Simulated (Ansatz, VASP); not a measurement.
## NaCl, level by level in two programs

```
CELL_PARAMETERS angstrom
3.57088 0.00000 0.00000
0.00000 3.57088 0.00000
0.00000 0.00000 3.57088
ATOMIC_POSITIONS crystal
Cl 0.50000 0.50000 0.50000
Na 0.00000 0.00000 0.00000
```

Single points on this cell with VASP 6.6.1 and Ansatz 0.2.0. Each row is one pair of runs. Alike in all rows: spin: off; smearing: fermi-dirac, width 0.05 eV; VASP's potentials, cutoff: VASP PAW PBE potentials, release 64 (Cl, Na_pv), 520 eV.

```tsv
level	k mesh	Ansatz's potentials, cutoff	gap on the k mesh at the Fermi level (eV), VASP	gap on the k mesh at the Fermi level (eV), Ansatz	least direct gap on the mesh (eV), VASP	least direct gap on the mesh (eV), Ansatz	pressure (GPa), VASP	pressure (GPa), Ansatz
PBEsol	8 × 8 × 8	Ansatz PAW, 420 eV	3.66	3.67	4.12	4.12	-2.4	-2.4
r2SCAN	8 × 8 × 8	Ansatz PAW, 500 eV	?	4.58	?	5.04	?	-2.2
HSE06	4 × 4 × 4	Ansatz PAW, 420 eV	5.09	5.10	5.57	5.58	-1.7	-1.6
```

Fill in what VASP gave in row 2.

gap on the k mesh at the Fermi level (eV): 4.61; least direct gap on the mesh (eV): 5.07; pressure (GPa): -2.4.

VASP's potentials hold 14 valence electrons a cell and Ansatz's 16, so a difference there can come from the potentials and not from the codes.

The k mesh is coarse in some rows, so the values compare programs but aren't converged.
